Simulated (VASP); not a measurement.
Here is a VASP 6.6.1 calculation.

File INCAR:

```
PREC = Accurate
ENCUT = 520
EDIFF = 1E-6
ISMEAR = 0
SIGMA = 0.01
LREAL = F
LASPH = T
NELM = 100
ALGO = Normal
ISIF = 2
LWAVE = F
LCHARG = F
GGA = PE
NBANDS = 24
```

File KPOINTS:

```
Automatic mesh
0
Gamma
  6 6 4
```

The input POSCAR:

```
KI
1.0
    2.4349036945     -4.2155156612      0.0000000000
    2.4349036945      4.2155156612      0.0000000000
    0.0000000000      0.0000000000      8.5021352604
K I
2 2
Direct
    0.5000000000      0.5000000000      0.5000000000
    0.5000000000      0.5000000000      0.0000000000
    0.8332197538      0.1667802462      0.2500000000
    0.1667802462      0.8332197538      0.7500000000
```

Potentials or basis: VASP PAW PBE potentials, release 64 (K_sv, I).

The run is started by

```sh
$ cat potpaw_PBE.64/K_sv/POTCAR potpaw_PBE.64/I/POTCAR > POTCAR
$ mpirun -np 1 vasp_std > vasp.out
```

Estimate the band gap on the k mesh.

3.91 eV, direct.

Estimate the pressure.

0.8 GPa.

Stress tensor (GPa, compression positive):
```
0.75 0.00 0.00
0.00 0.76 0.00
0.00 0.00 0.85
```

Caveat: spin-orbit coupling is left out, which moves the levels of the heavy elements. A k mesh can miss the band edges.
